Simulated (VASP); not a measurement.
LiCl:

```
CELL_PARAMETERS angstrom
0.00000 2.56477 2.56477
2.56477 0.00000 2.56477
2.56477 2.56477 0.00000
ATOMIC_POSITIONS crystal
Cl 0.50000 0.50000 0.50000
Li 0.00000 0.00000 0.00000
```

```yaml
Program: VASP 6.6.1
Task: relaxation of cell and atoms
Functional: PBEsol
Dispersion: D3(BJ)
Potentials_or_basis: VASP PAW PBE potentials, release 64 (Cl, Li_sv)
Cutoff: 600 eV
k_mesh: 9 × 9 × 9
Occupations: fermi-dirac, width 0.05 eV
Spin: no spin polarisation
```

At the start: pressure -3.0 GPa; volume 16.87 Å³/atom.

Q: Where does the relaxation end?

A: Over 4 steps the energy falls by 15.8 meV/atom and the volume is 15.35 Å³/atom (-9.0 %); space group Fm-3m (No. 225, to 0.05 Å).

Step by step:
```
step  energy change (eV)  largest force (eV/Å)  pressure (GPa)  volume (Å³)
   1              0.0000                0.0000           -3.05        33.74
   2             -0.0232                0.0000           -1.70        32.20
   3             -0.0314                0.0000           -0.23        30.89
   4             -0.0315                0.0000            0.01        30.70
```

Final structure:
```cif
data_structure
_symmetry_space_group_name_H-M 'P 1'
_symmetry_Int_Tables_number 1
_cell_length_a 3.5146
_cell_length_b 3.5146
_cell_length_c 3.5146
_cell_angle_alpha 60.000
_cell_angle_beta 60.000
_cell_angle_gamma 60.000
_cell_volume 30.70
loop_
_atom_site_label
_atom_site_type_symbol
_atom_site_fract_x
_atom_site_fract_y
_atom_site_fract_z
_atom_site_occupancy
Cl1 Cl 0.50000 0.50000 0.50000 1
Li1 Li 0.00000 0.00000 0.00000 1
```

Caveat: the cutoff is under 1.25 times the usual one of these potentials, so pressure, stress and relaxed cells hold a basis-set (Pulay) error; the PAW data sets were made with another functional, which shifts forces and pressure a little.
